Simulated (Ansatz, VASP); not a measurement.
**Be3Te2 in VASP and in Ansatz**

The input INCAR:

```
SYSTEM = Be3Te2
ALGO     = Fast           ! electronic algorithm
EDIFF    = 1E-6           ! SCF threshold, eV
ENCUT    = 520            ! plane-wave cutoff, eV
GGA      = PE             ! functional
ISIF     = 2              ! what is computed and relaxed
ISMEAR   = 0              ! smearing method
LASPH    = .TRUE.         ! aspherical terms in the spheres
LCHARG   = .TRUE.         ! write CHGCAR
LELF     = .TRUE.         ! ELF
LREAL    = .FALSE.        ! projectors in reciprocal space
LVHAR    = .TRUE.       
LWAVE    = .FALSE.        ! write WAVECAR
NBANDS   = 17             ! bands
NELM     = 80             ! most SCF steps
PREC     = Accurate       ! precision mode
SIGMA    = 0.1            ! smearing width, eV
```

Contents of KPOINTS:

```
k-points
0
G
  4 4 4
  0 0 0
```

POSCAR

```
Be3Te2
1.0
    4.4428092500      0.0000000000      0.0000000000
    0.0000000000      4.4428092500      0.0000000000
    0.0000000000      0.0000000000      4.4428092500
Be Te
3 2
Direct
    0.0000000000      0.5000000000      0.5000000000
    0.5000000000      0.0000000000      0.5000000000
    0.5000000000      0.5000000000      0.0000000000
    0.0000000000      0.0000000000      0.0000000000
    0.5000000000      0.5000000000      0.5000000000
```

Input for Ansatz:

```yaml
crystal:
  lattice:
    - [4.44280925, 0.0, 0.0]
    - [0.0, 4.44280925, 0.0]
    - [0.0, 0.0, 4.44280925]
  atoms:
    - { symbol: Be, position: [0.0, 0.5, 0.5] }
    - { symbol: Be, position: [0.5, 0.0, 0.5] }
    - { symbol: Be, position: [0.5, 0.5, 0.0] }
    - { symbol: Te, position: [0.0, 0.0, 0.0] }
    - { symbol: Te, position: [0.5, 0.5, 0.5] }
basis:
  ecutwfc: 420
kpoints:
  mp_grid: { grid: [4, 4, 4] }
hamiltonian:
  xc: pbe
scf:
  occupations: { method: gaussian, width: 0.1 }
  lower_state_search: "off"
output:
  forces: true
  stress: true
  eigenvalues: true
```

Alike in both runs: task single point; functional PBE; k mesh 4 × 4 × 4; occupations gaussian, width 0.1 eV; no spin polarisation.

|  | VASP | Ansatz |
| --- | --- | --- |
| version | VASP 6.6.1 | Ansatz 0.2.0 |
| potentials or method | VASP PAW PBE potentials, release 64 (Be, Te), cutoff 520 eV | scalar-relativistic, plane waves, PAW |
| valence electrons in the cell | 18 | 38 |

```tsv
	VASP	Ansatz	Ansatz less VASP
gap on the k mesh at the Fermi level (eV)	none	none	-
pressure (GPa)	15.2	15.0	-0.24
```

A gap of «none» marks a metal or a gap that the smearing closes. VASP's potentials hold 18 valence electrons a cell and Ansatz's 38, so a difference there can come from the potentials and not from the codes.

Spin-orbit coupling is off throughout.
